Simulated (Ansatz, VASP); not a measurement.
## One calculation of LiH, two programs

Contents of INCAR:

```
PREC     = Accurate       # precision mode
ENCUT    = 750            # plane-wave cutoff, eV
EDIFF    = 1E-6           # SCF threshold, eV
ISMEAR   = 0              # smearing method
SIGMA    = 0.05           # smearing width, eV
LREAL    = False          # projectors in reciprocal space
LASPH    = True           # aspherical terms in the spheres
NELM     = 120            # most SCF steps
ALGO     = Normal         # electronic algorithm
ISIF     = 2              # what is computed and relaxed
LWAVE    = False          # write WAVECAR
LCHARG   = False          # write CHGCAR
GGA      = PE             # functional
NBANDS   = 9              # bands
GGA_COMPAT= False
```

KPOINTS

```
Automatic mesh
0
Gamma
  14 14 14
```

The input POSCAR:

```
LiH
1.0
    0.0000000000      2.0392525413      2.0392525413
    2.0392525413      0.0000000000      2.0392525413
    2.0392525413      2.0392525413      0.0000000000
Li H
1 1
Direct
    0.0000000000      0.0000000000      0.0000000000
    0.5000000000      0.5000000000      0.5000000000
```

Input for Ansatz:

```yaml
crystal:
  lattice:
    - [0.0, 2.0392525413, 2.0392525413]
    - [2.0392525413, 0.0, 2.0392525413]
    - [2.0392525413, 2.0392525413, 0.0]
  atoms:
    - { symbol: Li, position: [0.0, 0.0, 0.0] }
    - { symbol: H, position: [0.5, 0.5, 0.5] }
basis:
  ecutwfc: 420
  ecutrho_ratio: 4
kpoints:
  mp_grid: { grid: [14, 14, 14] }
hamiltonian:
  xc: pbe
scf:
  occupations: { method: gaussian, width: 0.05 }
output:
  forces: true
  stress: true
  eigenvalues: true
```

Alike in both runs: task single point; functional PBE; k mesh 14 × 14 × 14; occupations gaussian, width 0.05 eV; no spin polarisation.

|  | VASP | Ansatz |
| --- | --- | --- |
| version | VASP 6.6.1 | Ansatz 0.2.0 |
| potentials or method | VASP PAW PBE potentials, release 64 (Li_sv, H), cutoff 750 eV | scalar-relativistic, plane waves, PAW |
| valence electrons in the cell | 4 | 4 |

Ansatz gave:

```
gap on the k mesh at the Fermi level (eV) : 3.02
least direct gap on the mesh (eV)         : 3.02
pressure (GPa)                            : -1.8
```

Estimate VASP's values.

gap on the k mesh at the Fermi level (eV): 3.02; least direct gap on the mesh (eV): 3.02; pressure (GPa): -1.9.
